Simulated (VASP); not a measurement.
A run of VASP 6.6.1 is set up as follows.

The input INCAR:

```
SYSTEM = GdO
  PREC = Accurate
  ENCUT = 520
  EDIFF = 1E-7
  ISMEAR = -1
  SIGMA = 0.05
  LREAL = .FALSE.
  LASPH = .TRUE.
  NELM = 150
  ALGO = Normal
  ISIF = 2
  LWAVE = .FALSE.
  LCHARG = .FALSE.
  ISPIN = 2
  MAGMOM = -5.69 0
  LORBIT = 11
  LMAXMIX = 6
  GGA = PE
  NBANDS = 23
```

File KPOINTS:

```
regular mesh
0
G
  9 9 9
  0 0 0
```

The input POSCAR:

```
GdO
1.0
    2.8018137600      0.0000000000      0.0000000000
    0.0000000000      2.8018137600      0.0000000000
    0.0000000000      0.0000000000      2.8018137600
Gd O
1 1
Direct
    0.0000000000      0.0000000000      0.0000000000
    0.5000000000      0.5000000000      0.5000000000
```

Potentials or basis: VASP PAW PBE potentials, release 64 (Gd, O).

Run with:

```sh
$ cat potpaw_PBE.64/Gd/POTCAR potpaw_PBE.64/O/POTCAR > POTCAR
$ mpirun -np 1 vasp_std > vasp.out
```

Q: Estimate the pressure.

A: 48.5 GPa.

Q: What does it give for the net moment?

A: -6.97 μB per cell.

Q: Predict the site moments.

A: Gd -6.71; O -0.01 μB.

Caveat: a cell with one magnetic atom can't hold antiferromagnetic order, which such compounds often take. The state reached can hang on the start; a lower one may exist.
